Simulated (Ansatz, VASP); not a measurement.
# One calculation of Sn, two programs

File POSCAR:

```
Sn
1.0
   -1.8946518192      1.8946518192      1.9514913738
    1.8946518192     -1.8946518192      1.9514913738
    1.8946518192      1.8946518192     -1.9514913738
Sn
1
Direct
    0.0000000000      0.0000000000      0.0000000000
```

INCAR.step1

```
PREC = Accurate
ENCUT = 520
ISMEAR = 0
SIGMA = 0.15
LREAL = False
LASPH = True
NELM = 80
NBANDS = 13
GGA = PE
ALGO = Normal
EDIFF = 1E-4
LWAVE = True
LCHARG = False
```

File INCAR.step2:

```
PREC = Accurate
ENCUT = 520
EDIFF = 1E-7
ISMEAR = 0
SIGMA = 0.15
LREAL = False
LASPH = True
NELM = 80
ALGO = Normal
ISIF = 2
LWAVE = False
LCHARG = False
METAGGA = R2SCAN
LMIXTAU = True
NBANDS = 13
ISTART = 1
```

Contents of KPOINTS:

```
regular mesh
0
Gamma
  18 18 18
```

Input for Ansatz:

```yaml
crystal:
  lattice:
    - [-1.8946518192, 1.8946518192, 1.9514913738]
    - [1.8946518192, -1.8946518192, 1.9514913738]
    - [1.8946518192, 1.8946518192, -1.9514913738]
  atoms:
    - { symbol: Sn, position: [0.0, 0.0, 0.0] }
basis:
  ecutwfc: 500
kpoints:
  mp_grid: { grid: [18, 18, 18] }
hamiltonian:
  xc: r2scan
scf:
  occupations: { method: gaussian, width: 0.15 }
output:
  forces: true
  stress: true
  eigenvalues: true
  write_density: true
  write_potential: true
  elf: true
  volumetric_format: npy
```

Change from the starting cell: strain +0.000 along x and y, +0.030 along z, atoms carried along.

Alike in both runs: task single point; functional r2SCAN; k mesh 18 × 18 × 18; occupations gaussian, width 0.15 eV; no spin polarisation.

|  | VASP | Ansatz |
| --- | --- | --- |
| version | VASP 6.6.1 | Ansatz 0.2.0 |
| potentials or method | VASP PAW PBE potentials, release 64 (Sn_d), cutoff 520 eV | scalar-relativistic, plane waves, PAW |
| valence electrons in the cell | 14 | 14 |

Ansatz gave:

| Item | Value |
| --- | --- |
| gap on the k mesh at the Fermi level (eV) | none |
| pressure (GPa) | -1.8 |
| traceless stress, the component that is largest in VASP (GPa) | 0.42 |

Q: Which values does VASP return?

A: gap on the k mesh at the Fermi level (eV): none; pressure (GPa): -1.8; traceless stress, the component that is largest in VASP (GPa): 0.41.

VASP's potentials were made for PBE, not for r2SCAN. A gap of «none» marks a metal or a gap that the smearing closes.
